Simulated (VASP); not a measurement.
# BN (P6_3/mmc) in VASP: a series of runs, part 2 of 3

VASP 6.6.1.

**3. Vibrations by perturbation theory, LDA**

This run uses another cell than the first one, of 7.84 Å³/atom.

Input file INCAR:

```
PREC = Accurate ; ENCUT = 520
EDIFF = 1E-8 ; ISMEAR = 0
SIGMA = 0.01 ; LREAL = False
LASPH = True ; NELM = 100
ALGO = Normal ; ISIF = 2
LWAVE = False ; LCHARG = False
GGA = CA ; IBRION = 8
NSW = 1 ; LEPSILON = True
```

Input file KPOINTS:

```
regular mesh
0
Gamma
  12 12 4
```

Input file POSCAR:

```
BN
1.0
    2.4800623916      0.0000000000      0.0000000000
   -1.2400311958      2.1477970341      0.0000000000
    0.0000000000      0.0000000000      5.8909093353
B N
2 2
Direct
    0.3333333333      0.6666666667      0.2500000000
    0.6666666667      0.3333333333      0.7500000000
    0.3333333333      0.6666666667      0.7500000000
    0.6666666667      0.3333333333      0.2500000000
```

Potentials or basis: VASP PAW LDA potentials, release 64 (B, N).

Launch:

```console
$ cat potpaw_LDA.64/B/POTCAR potpaw_LDA.64/N/POTCAR > POTCAR
$ mpirun -np 1 vasp_std > vasp.out
```

OUTCAR:

```text
PREC = Accurate
   ENCUT = 520
   EDIFF = 1E-8
   ISMEAR = 0
   LREAL = False
   LASPH = True
   NELM = 100
   ISIF = 2
   GGA = CA
   IBRION = 8
   NSW = 1
   LEPSILON = True

 ion  position               nearest neighbor table
   1  0.333  0.667  0.250-   4 1.43   4 1.43   4 1.43
   2  0.667  0.333  0.750-   3 1.43   3 1.43   3 1.43
   3  0.333  0.667  0.750-   2 1.43   2 1.43   2 1.43
   4  0.667  0.333  0.250-   1 1.43   1 1.43   1 1.43

  LATTYP: Found a hexagonal cell.
 ALAT       =     2.4800623916
 C/A-ratio  =     2.3753069097

  Lattice vectors:

 A1 = (   2.4800623916,   0.0000000000,   0.0000000000)
 A2 = (  -1.2400311958,   2.1477970341,   0.0000000000)
 A3 = (   0.0000000000,   0.0000000000,   5.8909093353)

Analysis of symmetry for initial positions (statically):
=====================================================================
 Subroutine PRICEL returns:
 Original cell was already a primitive cell.

 Routine SETGRP: Setting up the symmetry group for a
 hexagonal supercell.

[... 669 lines left out ...]
          X           Y           Z          XY          YZ          ZX
  --------------------------------------------------------------------------------
  x     0.00000    -0.00000     0.00000    14.81526     0.00000     0.00000
  y    14.81526   -14.81526    -0.00000     0.00000     0.00000     0.00000
  z     0.00000     0.00000     0.00000     0.00000     0.00000     0.00000

 SECOND DERIVATIVES (NOT SYMMETRIZED)
 ------------------------------------
               1X          1Y          1Z          2X          2Y          2Z          3X          3Y          3Z          4X          4Y          4Z
  1X   -43.994241    0.000000    0.000000    0.009502   -0.000000    0.000000    0.008359    0.000000    0.000000   43.976380    0.000000    0.000000
  1Y     0.000000  -43.994241    0.000000    0.000000    0.009502    0.000000    0.000000    0.008359    0.000000    0.000000   43.976380    0.000000
  1Z    -0.000000    0.000000  -12.976995   -0.000000    0.000000    1.922958    0.000000    0.000000   -1.352073   -0.000000    0.000000   12.406110
  2X     0.009502   -0.000000    0.000000  -43.994241    0.000000    0.000000   43.976380    0.000000    0.000000    0.008359    0.000000    0.000000
  2Y     0.000000    0.009502    0.000000    0.000000  -43.994241    0.000000    0.000000   43.976380    0.000000    0.000000    0.008359    0.000000
  2Z    -0.000000    0.000000    1.922958   -0.000000    0.000000  -12.976995   -0.000000    0.000000   12.406110    0.000000    0.000000   -1.352073
  3X     0.007583   -0.000000    0.000000   43.977707    0.000000    0.000000  -44.238404    0.000000    0.000000    0.253114    0.000000    0.000000
  3Y     0.000000    0.007583    0.000000   -0.000000   43.977707    0.000000    0.000000  -44.238404    0.000000    0.000000    0.253114    0.000000
  3Z     0.000000   -0.000000   -1.323266    0.000000    0.000000   12.375769    0.000000    0.000000  -13.539693    0.000000   -0.000000    2.487190
  4X    43.977707    0.000000    0.000000    0.007583   -0.000000    0.000000    0.253114    0.000000    0.000000  -44.238404    0.000000    0.000000
  4Y    -0.000000   43.977707    0.000000    0.000000    0.007583    0.000000    0.000000    0.253114    0.000000    0.000000  -44.238404    0.000000
  4Z     0.000000    0.000000   12.375769    0.000000   -0.000000   -1.323266    0.000000   -0.000000    2.487190    0.000000    0.000000  -13.539693

 Eigenvectors and eigenvalues of the dynamical matrix
 ----------------------------------------------------

   1 f  =   42.023060 THz   264.038675 2PiTHz 1401.738411 cm-1   173.793335 meV
             X         Y         Z           dx          dy          dz
     -0.000000  1.431865  1.472727     0.000016   -0.530073   -0.000000
      1.240031  0.715932  4.418182    -0.000016    0.530073   -0.000000
     -0.000000  1.431865  4.418182     0.000014   -0.467999   -0.000000
      1.240031  0.715932  1.472727    -0.000014    0.467999   -0.000000
[... 71 lines left out ...]
  12 f/i=    0.000724 THz     0.004546 2PiTHz    0.024137 cm-1     0.002993 meV
             X         Y         Z           dx          dy          dz
     -0.000000  1.431865  1.472727    -0.000000   -0.000000   -0.466735
      1.240031  0.715932  4.418182    -0.000000   -0.000000   -0.466735
     -0.000000  1.431865  4.418182    -0.000000   -0.000000   -0.531186
      1.240031  0.715932  1.472727    -0.000000   -0.000000   -0.531186

--------------------------------------------------------------------------------------------------------

 MACROSCOPIC STATIC DIELECTRIC TENSOR IONIC CONTRIBUTION
 ------------------------------------------------------
           1.930310     0.000000     0.000000
           0.000000     1.930310     0.000000
           0.000000     0.000000     1.290234
 ------------------------------------------------------

 ELASTIC MODULI CONTR FROM IONIC RELAXATION (kBar)
 Direction    XX          YY          ZZ          XY          YZ          ZX
 --------------------------------------------------------------------------------
 XX        -576.7747    576.7747      0.0000     -0.0000     -0.0000      0.0000
 YY         576.7747   -576.7747     -0.0000      0.0000      0.0000     -0.0000
 ZZ           0.0000     -0.0000     -0.0000     -0.0000     -0.0000      0.0000
 XY          -0.0000      0.0000     -0.0000   -576.7747     -0.0000      0.0000
 YZ          -0.0000      0.0000     -0.0000     -0.0000     -0.0000      0.0000
 ZX           0.0000     -0.0000      0.0000      0.0000      0.0000     -0.0000
 --------------------------------------------------------------------------------

 PIEZOELECTRIC TENSOR IONIC CONTR  for field in x, y, z        (C/m^2)
          XX          YY          ZZ          XY          YZ          ZX
  --------------------------------------------------------------------------------
  x    -0.00000     0.00000    -0.00000    -0.00000     0.00000    -0.00000
  y    -0.00000     0.00000     0.00000    -0.00000    -0.00000     0.00000
  z     0.00000    -0.00000     0.00000     0.00000     0.00000    -0.00000
```

stdout:

```text
POSCAR found type information on POSCAR B N
 POSCAR found :  2 types and       4 ions
 scaLAPACK will be used
 LDA part: xc-table for (Slater(with rela. corr.)+CA(PZ))
 , standard interpolation
 POSCAR, INCAR and KPOINTS ok, starting setup
 FFT: planning ... GRIDC
 FFT: planning ... GRID_SOFT
 FFT: planning ... GRID
[... 33 lines left out ...]
 first order change of Fermi-energy   0.12821E-03
 force on displaced ion       1 direction 3 :   0.000   0.000 -12.977
 Born effective charge ion    1 direction 3 :   0.000   0.000   1.112
 Linear response progress:
 first order change of Fermi-energy   0.83963E+01
 force on displaced ion       3 direction 1 : -44.238   0.002   0.000
 Born effective charge ion    3 direction 1 :  -2.713   0.000   0.000
 Linear response progress:
 first order change of Fermi-energy   0.41625E-04
 force on displaced ion       3 direction 3 :  -0.000  -0.000 -13.540
 Born effective charge ion    3 direction 3 :   0.000  -0.000  -1.112
 Born effective charges drift removed
 Linear response finished
```

It took 3 min on 1 thread of Intel Xeon 6975P-C (Granite Rapids), shared host; peak memory 0.33 GiB.

What came out:

```
Electronic dielectric tensor (diagonal)                 : 5.22, 5.22, 3.52
Born charges (mean of the diagonal)                     : B +2.18; N -2.18 e
Highest phonon frequency at Γ, LO-TO splitting left out : 1402 cm⁻¹
```

Phonon frequencies in cm⁻¹ (negative: imaginary):
```
              q point                                  frequencies
(0.000, 0.000, 0.000)  0 0 0 78 78 195 702 805 1400 1400 1402 1402
```

Electronic dielectric tensor:
```
5.22 0.00 0.00
0.00 5.22 0.00
0.00 0.00 3.52
```

Born effective charge tensors (e):
atom 1, B
```
2.71 0.00 0.00
0.00 2.71 0.00
0.00 0.00 1.11
```
atom 2, B
```
2.71 0.00 0.00
0.00 2.71 0.00
0.00 0.00 1.11
```
atom 3, N
```
-2.71  0.00  0.00
 0.00 -2.71  0.00
 0.00  0.00 -1.11
```
atom 4, N
```
-2.71  0.00  0.00
 0.00 -2.71  0.00
 0.00  0.00 -1.11
```

Caveat: the cell stands under pressure or tension, which shifts response properties.

(Part 2 of 3 ends here.)
